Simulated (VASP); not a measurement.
Wanted: the native input for a VASP 6.6.1 run.

| Quantity | Value |
| --- | --- |
| Task | single point |
| Functional | PBE |
| Potentials or basis | VASP PAW PBE potentials, release 64 (Ir) |
| Cutoff | 520 eV |
| k mesh | 18 × 18 × 18 |
| Occupations | fermi-dirac, width 0.03 eV |
| Spin | no spin polarisation |
| Dipole correction | no |
| Further INCAR settings | ALGO = Normal; EDIFF = 1e-06; NBANDS = 10 |

The structure of Ir lies in POSCAR:

```
Ir
1.0
    0.0000000000      1.9074990472      1.9074990472
    1.9074990472      0.0000000000      1.9074990472
    1.9074990472      1.9074990472      0.0000000000
Ir
1
Direct
    0.0000000000      0.0000000000      0.0000000000
```

This cell differs from its parent crystal: volume scaled by 0.97.

One way to write it, as run:

INCAR

```
  ALGO = Normal
  EDIFF = 1E-6
  ENCUT = 520
  GGA = PE
  ISIF = 2
  ISMEAR = -1
  LASPH = True
  LCHARG = False
  LREAL = False
  LWAVE = False
  NBANDS = 10
  NELM = 60
  PREC = Accurate
  SIGMA = 0.03
```

KPOINTS

```
k-points
0
Gamma
  18 18 18
```

Potentials or basis: VASP PAW PBE potentials, release 64 (Ir).

Run with:

```console
$ cat potpaw_PBE.64/Ir/POTCAR > POTCAR
$ mpirun -np 1 vasp_std > vasp.out
```

It gave:

```
Pressure : 17.6 GPa
```

Run time: 16 s on 1 thread of AMD EPYC 7R13 Processor (Zen 3), with other jobs on the host, peak memory 0.12 GiB.
